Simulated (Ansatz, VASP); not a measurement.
## NaCl in VASP and in Ansatz

```
Na Cl
1.0
     0.00000    2.83175    2.83175
     2.83175    0.00000    2.83175
     2.83175    2.83175    0.00000
Na Cl
1 1
Direct
  0.00000 0.00000 0.00000
  0.50000 0.50000 0.50000
```

Alike in both runs: task single point; functional PBE; k mesh 8 × 8 × 8; occupations fermi-dirac, width 0.03 eV; no spin polarisation.

|  | VASP | Ansatz |
| --- | --- | --- |
| version | VASP 6.6.1 | Ansatz 0.2.0 |
| potentials or method | VASP PAW PBE potentials, release 64 (Na_pv, Cl), cutoff 520 eV | all-electron LAPW, scalar-relativistic |

```tsv
	VASP	Ansatz	Ansatz less VASP
gap on the k mesh at the Fermi level (eV)	5.06	5.06	0.000
pressure (GPa)	0.4	0.4	+0.05
```

Ansatz ran all-electron here, and VASP with PAW potentials.
